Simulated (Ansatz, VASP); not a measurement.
**Se in VASP and in Ansatz**

```
Se
1.0
     4.36620   -0.04366   -0.04366
    -2.22091    3.80307   -0.01598
    -0.04954   -0.04954    4.95360
Se
3
Direct
  0.22540 0.00000 0.33333
  0.00000 0.22540 0.66667
  0.77460 0.77460 0.00000
```

Change from the starting cell: equal xy, yz and zx shear strains of -2 %.

Alike in both runs: task single point; functional PBEsol; k mesh 6 × 6 × 5; occupations fermi-dirac, width 0.03 eV; no spin polarisation.

|  | VASP | Ansatz |
| --- | --- | --- |
| version | VASP 6.6.1 | Ansatz 0.2.0 |
| potentials or method | VASP PAW PBE potentials, release 64 (Se), cutoff 520 eV | all-electron LAPW, scalar-relativistic |

|  | VASP | Ansatz | Ansatz less VASP |
| --- | --- | --- | --- |
| gap on the k mesh at the Fermi level (eV) | 1.10 | 1.11 | +0.007 |
| pressure (GPa) | 0.5 | 0.3 | -0.20 |
| traceless stress, the component that is largest in VASP (GPa) | 1.52 | 1.50 | -0.021 |
| rms of the force components (eV/Å) | 0.291 | 0.268 | -0.0232 |

VASP's potentials were made for PBE, not for PBEsol. Atom by atom the forces differ by 0.030 eV/Å (rms over components). Ansatz ran all-electron here, and VASP with PAW potentials.
